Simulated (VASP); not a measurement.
# ZnS (I-4m2) in VASP: notebook

Runs on ZnS. Level: PBEsol. Tasks: electric field gradients.

Program: VASP 6.6.1. These are calculated values, not measurements. Logs are shortened: lines on timing, memory, paths and dates and some standing lists are left out, and cuts for length are marked.

**1. The cell of the first run**

The structure is tetragonal, space group I-4m2 (No. 119). Conventional cell: a = 3.748 Å, b = 3.748 Å, c = 5.409 Å, α = 90.00°, β = 90.00°, γ = 90.00°. Zn (site symmetry -4m2) has 4 S at 2.31 Å within 3.1 Å. S (site symmetry -4m2) has 4 Zn at 2.31 Å within 3.1 Å.

**2. Electric field gradients, PBEsol (equal xx and yy strain of -2 %)**

File INCAR:

```
ALGO = Normal
EDIFF = 1E-8
ENCUT = 520
GGA = PS
ISIF = 2
ISMEAR = -1
LASPH = T
LCHARG = F
LEFG = T
LREAL = F
LWAVE = F
NBANDS = 16
NELM = 100
PREC = Accurate
SIGMA = 0.01
```

File KPOINTS:

```
k-points
0
Gamma
  9 9 9
```

File POSCAR:

```
ZnS
1.0
    0.0000000000      2.6505570000      2.7046500000
    2.6505570000      0.0000000000      2.7046500000
    2.6505570000      2.6505570000      0.0000000000
Zn S
1 1
Direct
    0.0000000000      0.0000000000      0.0000000000
    0.7500000000      0.7500000000      0.7500000000
```

Potentials or basis: VASP PAW PBE potentials, release 64 (Zn, S).

Started as:

```sh
$ cat potpaw_PBE.64/Zn/POTCAR potpaw_PBE.64/S/POTCAR > POTCAR
$ mpirun -np 1 vasp_std > vasp.out
```

OUTCAR:

```text
EDIFF = 1E-8
   ENCUT = 520
   GGA = PS
   ISIF = 2
   ISMEAR = -1
   LASPH = T
   LREAL = F
   NELM = 100
   PREC = Accurate

 ion  position               nearest neighbor table
   1  0.000  0.000  0.000-   2 2.31   2 2.31   2 2.31   2 2.31
   2  0.750  0.750  0.750-   1 2.31   1 2.31   1 2.31   1 2.31

  LATTYP: Found a body centered tetragonal cell.
 ALAT       =     3.7484536572
 C/A-ratio  =     1.4430750636

  Lattice vectors:

 A1 = (  -2.6505570000,   0.0000000000,   2.7046500000)
 A2 = (   2.6505570000,   0.0000000000,   2.7046500000)
 A3 = (   0.0000000000,   2.6505570000,  -2.7046500000)

Analysis of symmetry for initial positions (statically):
=====================================================================
 Subroutine PRICEL returns:
 Original cell was already a primitive cell.

 Routine SETGRP: Setting up the symmetry group for a
 body centered tetragonal supercell.

 Subroutine GETGRP returns: Found  8 space group operations
 (whereof  8 operations were pure point group operations)
 out of a pool of 16 trial point group operations.

The static configuration has the point symmetry D_2d.

Analysis of symmetry for dynamics (positions and initial velocities):
=====================================================================
 Subroutine PRICEL returns:
 Original cell was already a primitive cell.

 Routine SETGRP: Setting up the symmetry group for a
 body centered tetragonal supercell.

 Subroutine GETGRP returns: Found  8 space group operations
 (whereof  8 operations were pure point group operations)
 out of a pool of 16 trial point group operations.

The dynamic configuration has the point symmetry D_2d.

 Subroutine INISYM returns: Found  8 space group operations
 (whereof  8 operations are pure point group operations),
 and found     1 'primitive' translations

----------------------------------------------------------------------------------------

                                     Primitive cell

  volume of cell :      38.0028

  direct lattice vectors                    reciprocal lattice vectors
     0.000000000  2.650557000  2.704650000    -0.188639595  0.188639595  0.184866803
     2.650557000  0.000000000  2.704650000     0.188639595 -0.188639595  0.184866803
     2.650557000  2.650557000  0.000000000     0.188639595  0.188639595 -0.184866803

  length of vectors
     3.786896359  3.786896359  3.748453657     0.324569760  0.324569760  0.324569760

  position of ions in fractional coordinates (direct lattice)
     0.000000000  0.000000000  0.000000000
     0.750000000  0.750000000  0.750000000

  ion indices of the primitive-cell ions
   primitive index   ion index
                 1           1
                 2           2

----------------------------------------------------------------------------------------

 KPOINTS: k-points

Automatic generation of k-mesh.
 Grid dimensions read from file:
 generate k-points for:    9    9    9

 Generating k-lattice:

  Cartesian coordinates                     Fractional coordinates (reciprocal lattice)
    -0.020959955  0.020959955  0.020540756     0.111111111  0.000000000  0.000000000
     0.020959955 -0.020959955  0.020540756     0.000000000  0.111111111  0.000000000
     0.020959955  0.020959955 -0.020540756    -0.000000000 -0.000000000  0.111111111

  Length of vectors
     0.036063307  0.036063307  0.036063307

  Shift w.r.t. Gamma in fractional coordinates (k-lattice)
     0.000000000  0.000000000  0.000000000

 Subroutine IBZKPT returns following result:
 ===========================================

 Found     75 irreducible k-points:

 Following reciprocal coordinates:
            Coordinates               Weight
  0.000000  0.000000  0.000000      1.000000
  0.111111  0.000000  0.000000      8.000000
  0.222222  0.000000  0.000000      8.000000
  0.333333 -0.000000  0.000000      8.000000
  0.444444  0.000000  0.000000      8.000000
  0.111111  0.111111  0.000000      2.000000
[... 16 lines left out ...]
 -0.333333  0.333333  0.000000      4.000000
  0.444444  0.444444  0.000000      2.000000
 [... further k-points ...]
   k-points           NKPTS =     75   k-points in BZ     NKDIM =     75   number of bands    NBANDS=     16
   number of dos      NEDOS =    301   number of ions     NIONS =      2
   total plane-waves  NPLWV =  21952
   dimension x,y,z NGX =    28 NGY =   28 NGZ =   28
   dimension x,y,z NGXF=    56 NGYF=   56 NGZF=   56
   ions per type =               1   1
   NGX,Y,Z   is equivalent  to a cutoff of  12.29, 12.29, 12.42 a.u.
   NGXF,Y,Z  is equivalent  to a cutoff of  24.58, 24.58, 24.84 a.u.
 SYSTEM =  unknown system
   PREC   = accura    normal or accurate (medium, high low for compatibility)
   ISTART =      0    job   : 0-new  1-cont  2-samecut
   ICHARG =      2    charge: 1-file 2-atom 10-const
   ISPIN  =      1    spin polarized calculation?
   LNONCOLLINEAR =      F non collinear calculations
   LSORBIT =      F    spin-orbit coupling
   LASPH  =      T    aspherical Exc in radial PAW
   ENCUT  =  520.0 eV  38.22 Ry    6.18 a.u.   7.04  7.04  6.97*2*pi/ulx,y,z
   NELM   =    100;   NELMIN=  2; NELMDL= -5     # of ELM steps
   EDIFF  = 0.1E-07   stopping-criterion for ELM
   LREAL  =      F    real-space projection
   EDIFFG = 0.1E-06   stopping-criterion for IOM
   NSW    =      0    number of steps for IOM
   IBRION =     -1    ionic relax: 0-MD 1-quasi-New 2-CG
   NFREE  =      0    steps in history (QN), initial steepest desc. (CG)
   ISIF   =      2    stress and relaxation
   ISYM   =      2    0-nonsym 1-usesym 2-fastsym
   POTIM  = 0.5000    time-step for ionic-motion
   TEBEG  =    0.0;   TEEND  =   0.0 temperature during run
   PSTRESS=    0.0 pullay stress
   NELECT =      18.0000    total number of electrons
   NUPDOWN=      -1.0000    fix difference up-down
   EMIN   =  10.00;   EMAX   =-10.00  energy-range for DOS
   EFERMI =   0.00;   METHOD = LEGACY
   ISMEAR =    -1;   SIGMA  =   0.01  broadening in eV -4-tet -1-fermi 0-gaus
   EFERMI_NEDOS =   21; number of points for ismear=-14 and -15
   IALGO  =     38    algorithm
   IMIX   =      4    mixing-type and parameters
     AMIX     =   0.40;   BMIX     =  1.00
     AMIX_MAG =   1.60;   BMIX_MAG =  1.00
  volume/ion in A,a.u.               =      19.00       128.23
  Fermi-wavevector in a.u.,A,eV,Ry     =   1.276127  2.411530 22.157087  1.628500
  Thomas-Fermi vector in A             =   2.408801
   LORBIT       =      0    0 simple, 1 ext, 2 COOP (PROOUT), +10 PAW based schemes
   GGA     = PS    functional components
   LHFCALC =     F    Hartree Fock is set to
   AEXX    =    0.0000 exact exchange contribution
   IVDW    =     0    specifies the selected vdW correction
   LEPSILON=     F    determine dielectric tensor
   LRPA    =     F    only Hartree local field effects (RPA)
 non-spin polarized calculation
  energy-cutoff  :      520.00
  volume of cell :       38.00
 maximum number of plane-waves:      1036
   NGX = 15   NGY = 15   NGZ = 13

 number of electron      18.0000020 magnetization

 Free energy of the ion-electron system (eV)
  ---------------------------------------------------
  ext. energy  EPLUGINS =         0.00000000
  ---------------------------------------------------
  free energy    TOTEN  =        -7.58570072 eV

  energy without entropy =       -7.58570072  energy(sigma->0) =       -7.58570072

 E-fermi :   2.6204     XC(G=0): -10.0270

 val. band max:        2.3956328615   @ k =   0.0000   0.0000   0.0000
 cond. band min:       4.5101166978   @ k =   0.0000   0.0000   0.0000
 fundamental gap:      2.1144838363
 Fermi energy:         2.6203833629

 k-point     1 :       0.0000    0.0000    0.0000
  band No.  band energies     occupation
      1     -11.0539      2.00000
      2      -4.1682      2.00000
      3      -4.1554      2.00000
      4      -4.1554      2.00000
      5      -3.6198      2.00000
      6      -3.6119      2.00000
[... 8 lines left out ...]
     15      14.2368      0.00000
     16      14.3262      0.00000
[... 419 lines left out ...]
 k-point    24 :       0.4444    0.4444    0.0000
  band No.  band energies     occupation
      1      -9.7690      2.00000
      2      -4.2449      2.00000
      3      -3.7975      2.00000
      4      -3.7975      2.00000
      5      -3.5362      2.00000
      6      -3.4770      2.00000
[... 8 lines left out ...]
     15      16.1243      0.00000
     16      17.5368      0.00000

 [... further k-points ...]

------------------------ aborting loop because EDIFF is reached ----------------------------------------

  FORCE on cell =-STRESS in cart. coord.  units (eV):
  Direction    XX          YY          ZZ          XY          YZ          ZX
  --------------------------------------------------------------------------------------
  -------------------------------------------------------------------------------------
  Total        0.3258621      0.3258621      0.1191908      0.0000000      0.0000000      0.0000000
  in kB       13.7381741     13.7381741      5.0250224      0.0000000      0.0000000      0.0000000
  external PRESSURE =      10.8337902 kB  Pullay stress =       0.0000000 kB

 VOLUME and BASIS-vectors are now :
 -----------------------------------------------------------------------------
  energy-cutoff  :      520.00
  volume of cell :       38.00
      direct lattice vectors                 reciprocal lattice vectors
     0.000000000  2.650557000  2.704650000    -0.188639595  0.188639595  0.184866803
     2.650557000  0.000000000  2.704650000     0.188639595 -0.188639595  0.184866803
     2.650557000  2.650557000  0.000000000     0.188639595  0.188639595 -0.184866803

 POSITION                                       TOTAL-FORCE (eV/Angst)
 -----------------------------------------------------------------------------------
      0.00000      0.00000      0.00000         0.000000      0.000000      0.000000
      3.97584      3.97584      4.05697        -0.000000     -0.000000     -0.000000
 -----------------------------------------------------------------------------------
    total drift:                               -0.000002     -0.000002     -0.000002

  FREE ENERGIE OF THE ION-ELECTRON SYSTEM (eV)
  ---------------------------------------------------
  free  energy   TOTEN  =        -7.5857007241 eV

  energy  without entropy=       -7.5857007241  energy(sigma->0) =       -7.58570072

 Electric field gradients (V/A^2)
---------------------------------------------------------------------
 ion       V_xx      V_yy      V_zz      V_xy      V_xz      V_yz
---------------------------------------------------------------------
   1       1.840     1.840    -3.680     0.000    -0.001    -0.001
   2      -2.100    -2.100     4.200    -0.001    -0.000    -0.000
---------------------------------------------------------------------

 Electric field gradients after diagonalization (V/A^2)
 (convention: |V_zz| > |V_xx| > |V_yy|)
----------------------------------------------------------------------
 ion       V_xx      V_yy      V_zz     asymmetry (V_yy - V_xx)/ V_zz
----------------------------------------------------------------------
   1       1.840     1.840    -3.680       0.000
   2      -2.100    -2.099     4.200       0.000
----------------------------------------------------------------------

           NMR quadrupolar parameters

 Cq : quadrupolar parameter    Cq=e*Q*V_zz/h
 eta: asymmetry parameters     (V_yy - V_xx)/ V_zz
 Q  : nuclear electric quadrupole moment in mb (millibarn)
----------------------------------------------------------------------
 ion       Cq(MHz)       eta       Q (mb)
----------------------------------------------------------------------
   1      -0.009       0.000       1.000
   2       0.010       0.000       1.000
----------------------------------------------------------------------
```

Wall time 75 s (1 thread of Intel Xeon 8259CL, shared host); peak memory 0.18 GiB.

Results:

| Quantity | Value |
| --- | --- |
| Free energy | -7.5857 eV |
| Pressure | 1.1 GPa |
| Band gap on the k mesh | 2.11 eV |
| Largest electric field gradient by atom | Zn -3.7; S +4.2 V/Å² |

Levels at points of the mesh, in eV from the valence-band top:
| k point | band 7 | band 8 | band 9 | band 10 | band 11 | band 12 |
| --- | --- | --- | --- | --- | --- | --- |
| (0.00, 0.00, 0.00) | -0.08 | 0.00 | 0.00 | 2.11 | 6.25 | 6.26 |

Electric field gradients, principal values (V/Å²):
```
atom   least  middle  greatest (by size)
1 Zn   1.840   1.840              -3.680
 2 S  -2.099  -2.100               4.200
```

Caveat: the cell differs from its parent crystal (equal xx and yy strain of -2 %); without QUAD_EFG the Cq values of the log hold for a quadrupole moment of 1 mb, not for the nuclei; the PAW data sets were made with another functional, which shifts forces and pressure a little.

**3. Electric field gradients, PBEsol (zz strain of -1 %)**

File INCAR:

```
SYSTEM = ZnS
PREC = Accurate
ENCUT = 520
EDIFF = 1E-8
ISMEAR = -1
SIGMA = 0.01
LREAL = .False.
LASPH = .True.
NELM = 60
ALGO = Normal
ISIF = 2
LWAVE = .False.
LCHARG = .False.
GGA = PS
LEFG = .True.
NBANDS = 16
```

File KPOINTS:

```
Automatic mesh
0
Gamma
  9 9 9
  0 0 0
```

File POSCAR:

```
ZnS
1.0
    0.0000000000      2.7046500000      2.6776035000
    2.7046500000      0.0000000000      2.6776035000
    2.7046500000      2.7046500000      0.0000000000
Zn S
1 1
Direct
    0.0000000000      0.0000000000      0.0000000000
    0.7500000000      0.7500000000      0.7500000000
```

Potentials or basis: VASP PAW PBE potentials, release 64 (Zn, S).

Started as:

```sh
$ cat potpaw_PBE.64/Zn/POTCAR potpaw_PBE.64/S/POTCAR > POTCAR
$ mpirun -np 1 vasp_std > vasp.out
```

OUTCAR:

```text
SYSTEM = ZnS
   PREC = Accurate
   ENCUT = 520
   EDIFF = 1E-8
   ISMEAR = -1
   LREAL = .False.
   LASPH = .True.
   NELM = 60
   ISIF = 2
   GGA = PS

 ion  position               nearest neighbor table
   1  0.000  0.000  0.000-   2 2.33   2 2.33   2 2.33   2 2.33
   2  0.750  0.750  0.750-   1 2.33   1 2.33   1 2.33   1 2.33

  LATTYP: Found a body centered tetragonal cell.
 ALAT       =     3.8249527115
 C/A-ratio  =     1.4000714267

  Lattice vectors:

 A1 = (   0.0000000000,  -2.7046500000,  -2.6776035000)
 A2 = (   0.0000000000,   2.7046500000,  -2.6776035000)
 A3 = (   2.7046500000,   0.0000000000,   2.6776035000)

Analysis of symmetry for initial positions (statically):
=====================================================================
 Subroutine PRICEL returns:
 Original cell was already a primitive cell.

 Routine SETGRP: Setting up the symmetry group for a
[... 645 lines left out ...]
  volume of cell :       39.17
      direct lattice vectors                 reciprocal lattice vectors
     0.000000000  2.704650000  2.677603500    -0.184866803  0.184866803  0.186734145
     2.704650000  0.000000000  2.677603500     0.184866803 -0.184866803  0.186734145
     2.704650000  2.704650000  0.000000000     0.184866803  0.184866803 -0.186734145

 POSITION                                       TOTAL-FORCE (eV/Angst)
 -----------------------------------------------------------------------------------
      0.00000      0.00000      0.00000        -0.000000     -0.000000     -0.000000
      4.05697      4.05697      4.01641         0.000000      0.000000      0.000000
 -----------------------------------------------------------------------------------
    total drift:                               -0.000002     -0.000002     -0.000001

  FREE ENERGIE OF THE ION-ELECTRON SYSTEM (eV)
  ---------------------------------------------------
  free  energy   TOTEN  =        -7.5860546062 eV

  energy  without entropy=       -7.5860546062  energy(sigma->0) =       -7.58605461

 Electric field gradients (V/A^2)
---------------------------------------------------------------------
 ion       V_xx      V_yy      V_zz      V_xy      V_xz      V_yz
---------------------------------------------------------------------
   1      -0.896    -0.896     1.793    -0.002    -0.003    -0.003
   2       1.001     1.001    -2.001    -0.000    -0.000    -0.000
---------------------------------------------------------------------

 Electric field gradients after diagonalization (V/A^2)
 (convention: |V_zz| > |V_xx| > |V_yy|)
----------------------------------------------------------------------
 ion       V_xx      V_yy      V_zz     asymmetry (V_yy - V_xx)/ V_zz
----------------------------------------------------------------------
   1      -0.899    -0.894     1.793       0.003
   2       1.001     1.001    -2.001       0.000
----------------------------------------------------------------------

           NMR quadrupolar parameters

 Cq : quadrupolar parameter    Cq=e*Q*V_zz/h
 eta: asymmetry parameters     (V_yy - V_xx)/ V_zz
 Q  : nuclear electric quadrupole moment in mb (millibarn)
----------------------------------------------------------------------
 ion       Cq(MHz)       eta       Q (mb)
----------------------------------------------------------------------
   1       0.004       0.003       1.000
   2      -0.005       0.000       1.000
----------------------------------------------------------------------
```

OSZICAR:

```text
N       E                     dE             d eps       ncg     rms          rms(c)
DAV:   1     0.876907266923E+02    0.87691E+02   -0.90103E+03  2400   0.135E+03
DAV:   2    -0.221187383155E+01   -0.89903E+02   -0.83739E+02  2720   0.258E+02
DAV:   3    -0.793113478655E+01   -0.57193E+01   -0.56939E+01  3040   0.640E+01
DAV:   4    -0.799078396118E+01   -0.59649E-01   -0.59637E-01  2928   0.674E+00
DAV:   5    -0.799147302502E+01   -0.68906E-03   -0.68905E-03  3088   0.698E-01    0.675E+00
DAV:   6    -0.760930517554E+01    0.38217E+00   -0.78539E-01  3536   0.324E+01    0.532E+00
DAV:   7    -0.758949508335E+01    0.19810E-01   -0.23283E-01  2928   0.477E+00    0.255E+00
DAV:   8    -0.758615394859E+01    0.33411E-02   -0.50633E-03  3512   0.912E-01    0.595E-01
DAV:   9    -0.758597655924E+01    0.17739E-03   -0.94911E-04  3032   0.265E-01    0.952E-02
DAV:  10    -0.758606462769E+01   -0.88068E-04   -0.16299E-04  3032   0.926E-02    0.261E-02
DAV:  11    -0.758605432323E+01    0.10304E-04   -0.29330E-05  2896   0.429E-02    0.609E-03
DAV:  12    -0.758605461609E+01   -0.29285E-06   -0.29451E-06  3120   0.172E-02    0.414E-03
DAV:  13    -0.758605460310E+01    0.12988E-07   -0.22175E-07  3024   0.353E-03    0.106E-03
DAV:  14    -0.758605460617E+01   -0.30743E-08   -0.35456E-08  3264   0.498E-03
   1 F= -.75860546E+01 E0= -.75860546E+01  d E =-.940894E-13
```

Wall time 73 s (1 thread of Intel Xeon 8259CL, shared host); peak memory 0.19 GiB.

Results:

* Free energy: -7.5861 eV
* Pressure: -1.3 GPa
* Band gap on the k mesh: 1.99 eV
* Largest electric field gradient by atom: Zn +1.8; S -2.0 V/Å²

Stress tensor (GPa, compression positive):
```
-1.42  0.00  0.00
 0.00 -1.42  0.00
 0.00  0.00 -1.00
```

Electric field gradients, principal values (V/Å²):
| atom | least | middle | greatest (by size) |
| --- | --- | --- | --- |
| 1 Zn | -0.894 | -0.899 | 1.793 |
| 2 S | 1.001 | 1.001 | -2.001 |

Caveat: the cell differs from its parent crystal (zz strain of -1 %); without QUAD_EFG the Cq values of the log hold for a quadrupole moment of 1 mb, not for the nuclei; the PAW data sets were made with another functional, which shifts forces and pressure a little.

[end of part 1 of 2]
